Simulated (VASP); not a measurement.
# Cu in VASP: notebook, part 2 of 2

VASP 6.6.1. Earlier steps stand in the parts before.

## Step 4: Single point, PBEsol (strain -0.080 along x and y, -0.040 along z)

Contents of INCAR:

```
SYSTEM = Cu
PREC     = Accurate       ! precision mode
ENCUT    = 520            ! plane-wave cutoff, eV
EDIFF    = 1E-6           ! SCF threshold, eV
ISMEAR   = 0              ! smearing method
SIGMA    = 0.15           ! smearing width, eV
LREAL    = .FALSE.        ! projectors in reciprocal space
LASPH    = .TRUE.         ! aspherical terms in the spheres
NELM     = 100            ! most SCF steps
ALGO     = Normal         ! electronic algorithm
ISIF     = 2              ! what is computed and relaxed
LWAVE    = .FALSE.        ! write WAVECAR
LCHARG   = .TRUE.         ! write CHGCAR
GGA      = PS             ! functional
LELF     = .TRUE.         ! ELF
LVHAR    = .TRUE.       
NBANDS   = 12             ! bands
```

Contents of KPOINTS:

```
Automatic mesh
0
G
  22 22 22
  0 0 0
```

Contents of POSCAR:

```
Cu
1.0
    0.0000000000      1.6629000000      1.7352000000
    1.6629000000      0.0000000000      1.7352000000
    1.6629000000      1.6629000000      0.0000000000
Cu
1
Direct
    0.0000000000      0.0000000000      0.0000000000
```

Launch:

```bash
$ cat potpaw_PBE.64/Cu/POTCAR > POTCAR
$ mpirun -np 1 vasp_std > vasp.out
```

Wall time 42 s (1 thread of Intel Xeon Platinum 8559C (Emerald Rapids), shared host); peak memory 0.2 GiB.

The run converged. Its results:

- Free energy: -4.1078 eV
- Pressure: 42.6 GPa

Stress tensor (GPa, compression positive):
```
44.26  0.00  0.00
 0.00 44.26  0.00
 0.00  0.00 39.26
```

Levels at points of the mesh, in eV from the Fermi level:
| k point | band 3 | band 4 | band 5 | band 6 | band 7 | band 8 | band 9 | band 10 |
| --- | --- | --- | --- | --- | --- | --- | --- | --- |
| (0.00, 0.00, 0.00) | -3.72 | -3.72 | -2.82 | -2.53 | 24.18 | 28.10 | 28.63 | 28.63 |
| (0.50, 0.00, 0.00) | -3.72 | -1.94 | -1.84 | -1.74 | 4.87 | 22.20 | 24.99 | 26.17 |
| (0.50, 0.50, 0.00) | -1.90 | -1.71 | -1.71 | 0.55 | 7.81 | 15.45 | 15.45 | 20.44 |
| (0.50, 0.00, 0.50) | -1.92 | -1.79 | -1.59 | 1.61 | 9.02 | 14.31 | 14.33 | 19.49 |

Caveat: the cell differs from its parent crystal (strain -0.080 along x and y, -0.040 along z); the PAW data sets were made with another functional, which shifts forces and pressure a little.

## Step 5: Single point, PBEsol (strain -0.080 along x and y, +0.000 along z)

Contents of INCAR:

```
  PREC = Accurate
  ENCUT = 520
  EDIFF = 1E-6
  ISMEAR = 0
  SIGMA = 0.15
  LREAL = F
  LASPH = T
  NELM = 80
  ALGO = Normal
  ISIF = 2
  LWAVE = F
  LCHARG = T
  GGA = PS
  LELF = T
  LVHAR = T
  NBANDS = 12
```

Contents of KPOINTS:

```
regular mesh
0
Gamma
  22 22 22
```

Contents of POSCAR:

```
Cu
1.0
    0.0000000000      1.6629000000      1.8075000000
    1.6629000000      0.0000000000      1.8075000000
    1.6629000000      1.6629000000      0.0000000000
Cu
1
Direct
    0.0000000000      0.0000000000      0.0000000000
```

Launch:

```bash
$ cat potpaw_PBE.64/Cu/POTCAR > POTCAR
$ mpirun -np 1 vasp_std > vasp.out
```

Run time: 42 s. Hardware: 1 thread of Intel Xeon Platinum 8559C (Emerald Rapids), shared host; peak memory 0.2 GiB.

The run converged. Its results:

| Quantity | Value |
| --- | --- |
| Free energy | -4.1847 eV |
| Pressure | 29.6 GPa |

Stress tensor (GPa, compression positive):
```
32.98  0.00  0.00
 0.00 32.98  0.00
 0.00  0.00 22.78
```

Levels at points of the mesh, in eV from the Fermi level:
| k point | band 4 | band 5 | band 6 | band 7 | band 8 | band 9 |
| --- | --- | --- | --- | --- | --- | --- |
| (0.00, 0.00, 0.00) | -3.45 | -2.87 | -2.32 | 23.99 | 27.26 | 28.13 |
| (0.50, 0.00, 0.00) | -1.93 | -1.75 | -1.58 | 4.65 | 20.96 | 24.68 |
| (0.50, 0.50, 0.00) | -1.69 | -1.69 | 0.01 | 6.77 | 15.83 | 15.83 |
| (0.50, 0.00, 0.50) | -1.85 | -1.47 | 1.99 | 9.08 | 13.68 | 13.71 |

Caveat: the cell differs from its parent crystal (strain -0.080 along x and y, +0.000 along z); the PAW data sets were made with another functional, which shifts forces and pressure a little.

## Step 6: Single point, PBEsol (strain -0.040 along x and y, -0.080 along z)

Contents of INCAR:

```
SYSTEM = Cu
PREC = Accurate
ENCUT = 520
EDIFF = 1E-7
ISMEAR = 0
SIGMA = 0.15
LREAL = .False.
LASPH = .True.
NELM = 100
ALGO = Normal
ISIF = 2
LWAVE = .False.
LCHARG = .False.
GGA = PS
NBANDS = 12
```

Contents of KPOINTS:

```
Automatic mesh
0
Gamma
  22 22 22
  0 0 0
```

Contents of POSCAR:

```
Cu
1.0
    0.0000000000      1.7352000000      1.6629000000
    1.7352000000      0.0000000000      1.6629000000
    1.7352000000      1.7352000000      0.0000000000
Cu
1
Direct
    0.0000000000      0.0000000000      0.0000000000
```

Potentials or basis: VASP PAW PBE potentials, release 64 (Cu).

Launch:

```bash
$ cat potpaw_PBE.64/Cu/POTCAR > POTCAR
$ mpirun -np 1 vasp_std > vasp.out
```

Wall time 44 s (1 thread of Intel Xeon Platinum 8559C (Emerald Rapids), shared host); peak memory 0.2 GiB.

Results (log left out):

```yaml
Free_energy: -4.2009 eV
Pressure: 28.7 GPa
```

Stress tensor (GPa, compression positive):
```
27.61  0.00  0.00
 0.00 27.61  0.00
 0.00  0.00 30.74
```

Levels at points of the mesh, in eV from the Fermi level:
```csv
k point,band 2,band 3,band 4,band 5,band 6,band 7,band 8,band 9,band 10,band 11
"(0.00, 0.00, 0.00)",-3.70,-3.70,-3.45,-2.69,-2.43,23.88,27.65,27.65,28.10,30.42
"(0.50, 0.00, 0.00)",-3.81,-3.53,-1.88,-1.77,-1.58,4.62,22.02,23.92,25.72,26.87
"(0.50, 0.50, 0.00)",-5.46,-1.84,-1.63,-1.63,2.02,9.10,13.60,13.60,18.70,22.50
"(0.50, 0.00, 0.50)",-5.41,-1.84,-1.73,-1.57,0.95,7.89,14.72,14.74,19.64,23.49
```

Caveat: the cell differs from its parent crystal (strain -0.040 along x and y, -0.080 along z); the PAW data sets were made with another functional, which shifts forces and pressure a little.

## Step 7: Summary

```csv
cell,gap on the mesh (eV),pressure (GPa)
"a = 2.658 Å, angles 60.0°, 1 atom",none,-17.4
"a = 2.761 Å, angles 60.0°, 1 atom",none,-21.9
"a = 2.403, b = 2.403, c = 2.352 Å, angles 60.7, 60.7, 58.6°, 1 atom",none,42.6
"a = 2.456, b = 2.456, c = 2.352 Å, angles 61.4, 61.4, 57.2°, 1 atom",none,29.6
"a = 2.403, b = 2.403, c = 2.454 Å, angles 59.3, 59.3, 61.4°, 1 atom",none,28.7
```

Alike in all rows: task single point; level PBEsol; potentials or basis VASP PAW PBE potentials, release 64 (Cu); no spin polarisation; k mesh 22 × 22 × 22; cutoff (eV) 520; smearing gaussian 0.15 eV.

Caveats: the PAW data sets were made with another functional, which shifts forces and pressure a little.

Absolute energies hang on the potentials; compare differences alone.
